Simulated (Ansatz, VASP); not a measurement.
# Si: VASP beside Ansatz

```
CELL_PARAMETERS angstrom
4.20000 0.00000 0.00000
0.00000 4.20000 0.00000
0.00000 0.00000 4.20000
ATOMIC_POSITIONS crystal
Si 0.00000 0.00000 0.00000
Si 0.39834 0.23901 0.17925
```

Alike in both runs: task single point; functional r2SCAN; k mesh 1 × 1 × 1; no spin polarisation.

```csv
,VASP,Ansatz
version,VASP 6.6.1,Ansatz 0.2 development build
potentials or method,"VASP PAW PBE potentials, release 64 (Si), cutoff 550 eV","all-electron unfrozen PAW, scalar-relativistic"
occupations,"fermi-dirac, width 0.3 eV",fermi-dirac
```

|  | VASP | Ansatz | Ansatz less VASP |
| --- | --- | --- | --- |
| pressure (GPa) | 12.6 | 12.6 | +0.06 |
| traceless stress, the component that is largest in VASP (GPa) | 8.16 | 8.20 | +0.041 |
| rms of the force components (eV/Å) | 2.421 | 2.413 | -0.0075 |

VASP's potentials were made for PBE, not for r2SCAN. Atom by atom the forces differ by 0.009 eV/Å (rms over components). Ansatz ran all-electron here, and VASP with PAW potentials.

The k mesh is coarse, so the values compare programs but aren't converged.
